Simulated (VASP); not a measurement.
# Sr2SO: single point with PBE

Sr2SO:

```
CELL_PARAMETERS angstrom
4.11296 0.00000 0.00000
0.00000 4.02088 0.00000
0.00000 0.00000 5.69189
ATOMIC_POSITIONS crystal
O 0.00000 0.00000 0.00000
Sr 0.00000 0.00000 0.50000
Sr 0.50000 0.50000 0.00000
S 0.50000 0.50000 0.50000
```

This cell differs from its parent crystal: uniaxial x strain +2.3%.

```
Program             : VASP 6.6.1
Task                : single point
Functional          : PBE
Potentials or basis : VASP PAW PBE potentials, release 64 (O, Sr_sv, S)
Cutoff              : 520 eV
k mesh              : 6 × 6 × 4
Occupations         : fermi-dirac, width 0.02 eV
Spin                : no spin polarisation
```

The pressure is -0.4 GPa. The band gap on the k mesh is 2.17 eV.

Stress tensor (GPa, compression positive):
```
-1.53  0.00  0.00
 0.00  0.04  0.00
 0.00  0.00  0.35
```

Levels at points of the mesh, in eV from the valence-band top:
```csv
k point,band 14,band 15,band 16,band 17,band 18,band 19
"(0.00, 0.00, 0.00)",-0.06,-0.06,0.00,2.17,2.83,4.42
"(0.50, 0.00, 0.00)",-1.21,-0.51,-0.45,4.31,5.18,5.60
"(0.00, 0.50, 0.00)",-1.19,-0.61,-0.43,4.22,5.36,5.67
"(0.50, 0.50, 0.00)",-0.30,-0.29,-0.15,2.36,2.38,5.38
"(0.00, 0.00, 0.50)",-0.81,-0.17,-0.10,2.55,3.98,4.17
"(0.50, 0.00, 0.50)",-1.00,-0.79,-0.57,5.18,5.40,5.97
"(0.00, 0.50, 0.50)",-0.99,-0.78,-0.67,5.17,5.50,5.93
"(0.50, 0.50, 0.50)",-0.73,-0.59,-0.58,4.15,4.17,5.54
```

It took 3.2 min on 1 thread of Intel(R) Xeon(R) Platinum 8488C (Sapphire Rapids) (shared host), peak memory 0.25 GiB.

Caveat: the cell differs from its parent crystal (uniaxial x strain +2.3%). A k mesh can miss the band edges.
